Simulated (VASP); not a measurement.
# Pd (P6/mmm) in VASP: further runs

Runs on Pd. Level: r2SCAN. Tasks: single point.

Program: VASP 6.6.1. These are calculated values, not measurements. Logs are shortened: lines on timing, memory, paths and dates and some standing lists are left out, and cuts for length are marked.

### 1 The cell of the first run

The structure is hexagonal, space group P6/mmm (No. 191). Conventional cell: a = 4.468 Å, b = 4.468 Å, c = 2.649 Å, α = 90.00°, β = 90.00°, γ = 120.00°. Within 3.5 Å of Pd (site symmetry 6/mmm) lie 14 Pd at 2.65 to 2.90 Å. Pd (site symmetry -6m2) has 11 Pd at 2.58 to 2.90 Å within 3.4 Å.

This isn't the form of Pd at room conditions, which is fcc.

### 2 Single point, r2SCAN, collinear spin (15.27 Å³/atom)

POSCAR reads:

```
Pd
1.0
    4.4682581439      0.0000000000      0.0000000000
   -2.2341290720      3.8696250633      0.0000000000
    0.0000000000      0.0000000000      2.6486282994
Pd
3
Direct
    0.0000000000      0.0000000000      1.0000000000
    0.3333333333      0.6666666667      0.5000000000
    0.6666666667      0.3333333333      0.5000000000
```

INCAR.step1 reads:

```
SYSTEM = Pd
ALGO     = Normal         ! electronic algorithm
EDIFF    = 1E-4           ! SCF threshold, eV
ENCUT    = 520            ! plane-wave cutoff, eV
GGA      = PE             ! functional
ISMEAR   = -1             ! smearing method
ISPIN    = 2              ! spin polarisation
LASPH    = .True.         ! aspherical terms in the spheres
LCHARG   = .False.        ! write CHGCAR
LMAXMIX  = 4              ! l up to which the mixer works
LREAL    = .False.        ! projectors in reciprocal space
LWAVE    = .True.         ! write WAVECAR
MAGMOM   = 0.291 0.241 0.241 ! initial moments
NBANDS   = 26             ! bands
NELM     = 150            ! most SCF steps
PREC     = Accurate       ! precision mode
SIGMA    = 0.05           ! smearing width, eV
```

INCAR.step2 reads:

```
SYSTEM = Pd
ALGO     = Normal         ! electronic algorithm
EDIFF    = 1E-6           ! SCF threshold, eV
ENCUT    = 520            ! plane-wave cutoff, eV
ISIF     = 2              ! what is computed and relaxed
ISMEAR   = -1             ! smearing method
ISPIN    = 2              ! spin polarisation
ISTART   = 1            
LASPH    = .True.         ! aspherical terms in the spheres
LCHARG   = .False.        ! write CHGCAR
LMAXMIX  = 4              ! l up to which the mixer works
LMIXTAU  = .True.       
LORBIT   = 11             ! projections on sites
LREAL    = .False.        ! projectors in reciprocal space
LWAVE    = .False.        ! write WAVECAR
MAGMOM   = 0.291 0.241 0.241 ! initial moments
METAGGA  = R2SCAN         ! meta-GGA
NBANDS   = 26             ! bands
NELM     = 150            ! most SCF steps
PREC     = Accurate       ! precision mode
SIGMA    = 0.05           ! smearing width, eV
```

KPOINTS reads:

```
k-points
0
Gamma
  9 9 13
  0 0 0
```

Potentials or basis: VASP PAW PBE potentials, release 64 (Pd).

Launch:

```console
> cat potpaw_PBE.64/Pd/POTCAR > POTCAR
> cp INCAR.step1 INCAR
> mpirun -np 1 vasp_std > vasp.out
> cp INCAR.step2 INCAR
> mpirun -np 1 vasp_std > vasp.out
```

OUTCAR:

```text
SYSTEM = Pd
   EDIFF = 1E-6
   ENCUT = 520
   ISIF = 2
   ISMEAR = -1
   ISPIN = 2
   ISTART = 1
   LASPH = .True.
   LORBIT = 11
   LREAL = .False.
   METAGGA = R2SCAN
   NELM = 150
   PREC = Accurate

 ion  position               nearest neighbor table
   1  0.000  0.000  0.000-   2 2.90   3 2.90   2 2.90   3 2.90   3 2.90   3 2.90   2 2.90   2 2.90
                             3 2.90   3 2.90   2 2.90   2 2.90
   2  0.333  0.667  0.500-   3 2.58   3 2.58   3 2.58   1 2.90   1 2.90   1 2.90   1 2.90   1 2.90
                             1 2.90
   3  0.667  0.333  0.500-   2 2.58   2 2.58   2 2.58   1 2.90   1 2.90   1 2.90   1 2.90   1 2.90
                             1 2.90

  LATTYP: Found a hexagonal cell.
 ALAT       =     4.4682581439
 C/A-ratio  =     0.5927652822

  Lattice vectors:

 A1 = (   4.4682581439,   0.0000000000,   0.0000000000)
 A2 = (  -2.2341290720,   3.8696250633,   0.0000000000)
 A3 = (   0.0000000000,   0.0000000000,   2.6486282994)

Analysis of symmetry for initial positions (statically):
=====================================================================
 Subroutine PRICEL returns:
 Original cell was already a primitive cell.

 Routine SETGRP: Setting up the symmetry group for a
 hexagonal supercell.

 Subroutine GETGRP returns: Found 24 space group operations
 (whereof 24 operations were pure point group operations)
 out of a pool of 24 trial point group operations.

The static configuration has the point symmetry D_6h.

Analysis of symmetry for dynamics (positions and initial velocities):
=====================================================================
 Subroutine PRICEL returns:
 Original cell was already a primitive cell.

 Routine SETGRP: Setting up the symmetry group for a
 hexagonal supercell.

 Subroutine GETGRP returns: Found 24 space group operations
 (whereof 24 operations were pure point group operations)
 out of a pool of 24 trial point group operations.

The dynamic configuration has the point symmetry D_6h.

Analysis of structural, dynamic, and magnetic symmetry:
=====================================================================
 Subroutine PRICEL returns:
 Original cell was already a primitive cell.

 Routine SETGRP: Setting up the symmetry group for a
 hexagonal supercell.

 Subroutine GETGRP returns: Found 24 space group operations
 (whereof 24 operations were pure point group operations)
 out of a pool of 24 trial point group operations.

The overall configuration has the point symmetry D_6h.

 Subroutine INISYM returns: Found 24 space group operations
[... 124 lines left out ...]
   METAGGA = R2SCAN    functional components
   LHFCALC =     F    Hartree Fock is set to
   AEXX    =    0.0000 exact exchange contribution
   IVDW    =     0    specifies the selected vdW correction
   LEPSILON=     F    determine dielectric tensor
   LRPA    =     F    only Hartree local field effects (RPA)
 spin polarized calculation
  energy-cutoff  :      520.00
  volume of cell :       45.80
 maximum number of plane-waves:      1251
 NGX is ok and might be reduce to    36
   NGX = 17   NGY = 17   NGZ =  9

 number of electron      29.9999986 magnetization       0.8223669

 Free energy of the ion-electron system (eV)
  ---------------------------------------------------
  ext. energy  EPLUGINS =         0.00000000
  ---------------------------------------------------
  free energy    TOTEN  =       -68.54706735 eV

  energy without entropy =      -68.50827772  energy(sigma->0) =      -68.52767253

 E-fermi :   9.1000     XC(G=0): -13.8508

 val. band max:        9.0994380335   @ k =   0.2222   0.2222   0.3077
 cond. band min:       9.1034817005   @ k =   0.2222   0.2222   0.2308
 fundamental gap:      0.0040436670
 Fermi energy:         9.0999805698

 spin component 1

 k-point     1 :       0.0000    0.0000    0.0000
  band No.  band energies     occupation
      1       2.1615      1.00000
      2       3.8322      1.00000
      3       5.3297      1.00000
      4       5.6931      1.00000
      5       5.7635      1.00000
      6       5.7635      1.00000
[... 685 lines left out ...]
     25      28.1064      0.00000
     26      29.0190      0.00000

 [... further k-points ...]

 spin component 2

 k-point     1 :       0.0000    0.0000    0.0000
  band No.  band energies     occupation
      1       2.1470      1.00000
      2       4.0789      1.00000
      3       5.6017      1.00000
      4       5.9784      1.00000
      5       5.9784      1.00000
      6       5.9950      1.00000
[... 685 lines left out ...]
     25      28.1595      0.00000
     26      29.0818      0.00000

 [... further k-points ...]

------------------------ aborting loop because EDIFF is reached ----------------------------------------

  FORCE on cell =-STRESS in cart. coord.  units (eV):
  Direction    XX          YY          ZZ          XY          YZ          ZX
  --------------------------------------------------------------------------------------
  -------------------------------------------------------------------------------------
  Total        0.1450857      0.1450857      0.4416724     -0.0000000      0.0000000     -0.0000000
  in kB        5.0758289      5.0758289     15.4519274     -0.0000000      0.0000000     -0.0000000
  external PRESSURE =       8.5345284 kB  Pullay stress =       0.0000000 kB

 VOLUME and BASIS-vectors are now :
 -----------------------------------------------------------------------------
  energy-cutoff  :      520.00
  volume of cell :       45.80
      direct lattice vectors                 reciprocal lattice vectors
     4.468258144  0.000000000  0.000000000     0.223800857  0.129211485  0.000000000
    -2.234129072  3.869625063  0.000000000     0.000000000  0.258422970  0.000000000
     0.000000000  0.000000000  2.648628299     0.000000000  0.000000000  0.377553921

 POSITION                                       TOTAL-FORCE (eV/Angst)
 -----------------------------------------------------------------------------------
      0.00000      0.00000      0.00000         0.000000      0.000000      0.000000
     -0.00000      2.57975      1.32431        -0.000000      0.000000      0.000000
      2.23413      1.28988      1.32431         0.000000     -0.000000      0.000000
 -----------------------------------------------------------------------------------
    total drift:                                0.000000      0.000000     -0.000000

  FREE ENERGIE OF THE ION-ELECTRON SYSTEM (eV)
  ---------------------------------------------------
  free  energy   TOTEN  =       -68.5470673509 eV

  energy  without entropy=      -68.5082777175  energy(sigma->0) =      -68.52767253

 total charge

# of ion       s       p       d       tot
------------------------------------------
    1        0.476   0.399   8.516   9.391
    2        0.516   0.442   8.513   9.471
    3        0.516   0.442   8.513   9.471
--------------------------------------------------
tot          1.508   1.283  25.542  28.332

 magnetization (x)

# of ion       s       p       d       tot
------------------------------------------
    1        0.000  -0.009   0.293   0.284
    2       -0.002  -0.007   0.285   0.276
    3       -0.002  -0.007   0.285   0.276
--------------------------------------------------
tot         -0.003  -0.024   0.863   0.836
```

OSZICAR.step1:

```text
N       E                     dE             d eps       ncg     rms          rms(c)
DAV:   1     0.189595055916E+03    0.18960E+03   -0.14413E+04  8736   0.110E+03
DAV:   2    -0.115105932365E+02   -0.20111E+03   -0.18672E+03  9240   0.272E+02
DAV:   3    -0.160433873467E+02   -0.45328E+01   -0.44607E+01 10220   0.445E+01
DAV:   4    -0.160829745260E+02   -0.39587E-01   -0.39578E-01 10354   0.414E+00
DAV:   5    -0.160836783196E+02   -0.70379E-03   -0.70378E-03 10190   0.586E-01    0.126E+01
DAV:   6    -0.153885838976E+02    0.69509E+00   -0.16570E+00  9360   0.107E+01    0.648E+00
DAV:   7    -0.155131021375E+02   -0.12452E+00   -0.10886E+00  9418   0.852E+00    0.507E+00
DAV:   8    -0.153438909689E+02    0.16921E+00   -0.45972E-01  9182   0.763E+00    0.260E+00
DAV:   9    -0.153370019830E+02    0.68890E-02   -0.13586E-02  9478   0.874E-01    0.386E-01
DAV:  10    -0.153370909057E+02   -0.88923E-04   -0.35361E-04 10134   0.138E-01
   1 F= -.15337091E+02 E0= -.15308718E+02  d E =-.567454E-01  mag=     0.2379
```

Wall time 19 min (1 thread of AMD EPYC 9R14 (Zen 4), shared host); peak memory 0.26 GiB.

What came out:

| Item | Value |
| --- | --- |
| Free energy | -68.5471 eV |
| Pressure | 0.9 GPa |
| Net moment | 0.82 μB per cell |
| Site moments | Pd +0.28 μB |
| Valence electrons inside the program's atomic spheres | Pd 9.39, 9.47 (each value once) |

Stress tensor (GPa, compression positive):
```
0.51 0.00 0.00
0.00 0.51 0.00
0.00 0.00 1.55
```

Caveat: the PAW data sets were made with another functional, which shifts forces and pressure a little.

### 3 Single point, r2SCAN, collinear spin (15.88 Å³/atom)

This run uses another cell than the first one, of 15.88 Å³/atom.

POSCAR reads:

```
Pd
1.0
    4.5270577572      0.0000000000      0.0000000000
   -2.2635288786      3.9205470221      0.0000000000
    0.0000000000      0.0000000000      2.6834826687
Pd
3
Direct
    0.0000000000      0.0000000000      1.0000000000
    0.3333333333      0.6666666667      0.5000000000
    0.6666666667      0.3333333333      0.5000000000
```

INCAR.step1 reads:

```
  PREC = Accurate
  ENCUT = 520
  ISMEAR = -1
  SIGMA = 0.05
  LREAL = F
  LASPH = T
  NELM = 150
  ISPIN = 2
  MAGMOM = 0.291 0.241 0.241
  LMAXMIX = 4
  NBANDS = 26
  GGA = PE
  ALGO = Normal
  EDIFF = 1E-4
  LWAVE = T
  LCHARG = F
```

INCAR.step2 reads:

```
  PREC = Accurate
  ENCUT = 520
  EDIFF = 1E-6
  ISMEAR = -1
  SIGMA = 0.05
  LREAL = F
  LASPH = T
  NELM = 150
  ALGO = Normal
  ISIF = 2
  LWAVE = F
  LCHARG = F
  ISPIN = 2
  MAGMOM = 0.291 0.241 0.241
  LORBIT = 11
  LMAXMIX = 4
  METAGGA = R2SCAN
  LMIXTAU = T
  NBANDS = 26
  ISTART = 1
```

KPOINTS reads:

```
regular mesh
0
Gamma
  9 9 13
```

Potentials or basis: VASP PAW PBE potentials, release 64 (Pd).

Launch:

```console
> cat potpaw_PBE.64/Pd/POTCAR > POTCAR
> cp INCAR.step1 INCAR
> mpirun -np 1 vasp_std > vasp.out
> cp INCAR.step2 INCAR
> mpirun -np 1 vasp_std > vasp.out
```

It took 12 min on 1 thread of AMD EPYC 9R14 (Zen 4), shared host; peak memory 0.26 GiB.

Results (log left out):

| Quantity | Value |
| --- | --- |
| Free energy | -68.5192 eV |
| Pressure | -5.6 GPa |
| Net moment | 0.85 μB per cell |
| Site moments | Pd +0.30, +0.28 (each value once) μB |
| Valence electrons inside the program's atomic spheres | Pd 9.32, 9.40 (each value once) |

Stress tensor (GPa, compression positive):
```
-5.82  0.00  0.00
 0.00 -5.82  0.00
 0.00  0.00 -5.03
```

Levels at points of the mesh, in eV from the Fermi level:
Spin up:
```csv
k point,band 12,band 13,band 14,band 15,band 16,band 17,band 18,band 19,band 20,band 21
"(0.00, 0.00, 0.00)",-1.66,-1.52,-1.52,-0.09,-0.09,7.51,7.51,7.55,7.55,8.12
```
Spin down:
```tsv
k point	band 12	band 13	band 14	band 15	band 16	band 17	band 18	band 19
(0.00, 0.00, 0.00)	-1.44	-1.26	-1.26	0.19	0.19	7.61	7.61	7.64
```

Caveat: the cell stands under tension; the PAW data sets were made with another functional, which shifts forces and pressure a little.
